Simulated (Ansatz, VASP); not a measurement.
# ZnInGaO4: VASP beside Ansatz

```
CELL_PARAMETERS angstrom
1.66771 0.96285 8.65305
-1.66771 0.96285 8.65305
0.00000 -1.92571 8.65305
ATOMIC_POSITIONS crystal
Zn 0.21882 0.21882 0.21882
In 0.00301 0.00301 0.00301
Ga 0.78711 0.78711 0.78711
O 0.29514 0.29514 0.29514
O 0.71127 0.71127 0.71127
O 0.12102 0.12102 0.12102
O 0.86364 0.86364 0.86364
```

Alike in both runs: functional PBE; dispersion D3(BJ); k mesh 9 × 9 × 9; occupations gaussian, width 0.02 eV; no spin polarisation.

Ansatz relaxed the structure, and its values are those at the end. VASP's run is a single point on that final structure, the one shown.

```csv
,VASP,Ansatz
version,VASP 6.6.1,Ansatz 0.2.0
potentials or method,"VASP PAW PBE potentials, release 64 (Zn, In_d, Ga_d, O), cutoff 520 eV","scalar-relativistic, plane waves, PAW"
valence electrons in the cell,62,62
```

|  | VASP | Ansatz | Ansatz less VASP |
| --- | --- | --- | --- |
| gap on the k mesh at the Fermi level (eV) | 1.17 | 1.18 | +0.018 |
| least direct gap on the mesh (eV) | 1.17 | 1.18 | +0.018 |
| pressure (GPa) | 0.7 | 0.0 | -0.66 |
| rms of the force components (eV/Å) | 0.004 | 0.000 | -0.0034 |
